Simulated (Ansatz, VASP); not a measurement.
## Au: VASP beside Ansatz

Contents of INCAR:

```
SYSTEM = Au
PREC     = Accurate       ! precision mode
ENCUT    = 520            ! plane-wave cutoff, eV
EDIFF    = 1E-6           ! SCF threshold, eV
ISMEAR   = 0              ! smearing method
SIGMA    = 0.15           ! smearing width, eV
LREAL    = .FALSE.        ! projectors in reciprocal space
LASPH    = .TRUE.         ! aspherical terms in the spheres
NELM     = 60             ! most SCF steps
ALGO     = Fast           ! electronic algorithm
ISIF     = 2              ! what is computed and relaxed
LWAVE    = .FALSE.        ! write WAVECAR
LCHARG   = .FALSE.        ! write CHGCAR
GGA      = PS             ! functional
NBANDS   = 18             ! bands
```

The input KPOINTS:

```
Automatic mesh
0
G
  14 14 8
  0 0 0
```

The input POSCAR:

```
Au
1.0
    1.4100150320     -2.5170030990      0.0000000000
    1.4100150320      2.5170030990      0.0000000000
    0.0000000000      0.0000000000      4.8006775515
Au
2
Direct
    0.6638639426      0.3361360574      0.2500000000
    0.3361360574      0.6638639426      0.7500000000
```

Input for Ansatz:

```yaml
crystal:
  lattice:
    - [1.410015032, -2.517003099, 0.0]
    - [1.410015032, 2.517003099, 0.0]
    - [0.0, 0.0, 4.8006775515]
  atoms:
    - { symbol: Au, position: [0.6638639426, 0.3361360574, 0.25] }
    - { symbol: Au, position: [0.3361360574, 0.6638639426, 0.75] }
basis:
  ecutwfc: 420
kpoints:
  mp_grid: { grid: [14, 14, 8] }
hamiltonian:
  xc: pbesol
scf:
  occupations: { method: gaussian, width: 0.15 }
output:
  forces: true
  stress: true
  eigenvalues: true
```

Alike in both runs: task single point; functional PBEsol; k mesh 14 × 14 × 8; occupations gaussian, width 0.15 eV; no spin polarisation.

|  | VASP | Ansatz |
| --- | --- | --- |
| version | VASP 6.6.1 | Ansatz 0.2.0 |
| potentials or method | VASP PAW PBE potentials, release 64 (Au), cutoff 520 eV | scalar-relativistic, plane waves, PAW |
| valence electrons in the cell | 22 | 38 |

Ansatz gave:

| Quantity | Value |
| --- | --- |
| gap on the k mesh at the Fermi level (eV) | none |
| pressure (GPa) | 0.0 |
| traceless stress, the component that is largest in VASP (GPa) | -0.19 |

Which values does VASP return?

gap on the k mesh at the Fermi level (eV): none; pressure (GPa): -0.2; traceless stress, the component that is largest in VASP (GPa): -0.20.

VASP's potentials were made for PBE, not for PBEsol. A gap of «none» marks a metal or a gap that the smearing closes. VASP's potentials hold 22 valence electrons a cell and Ansatz's 38, so a difference there can come from the potentials and not from the codes.

Spin-orbit coupling is off throughout.
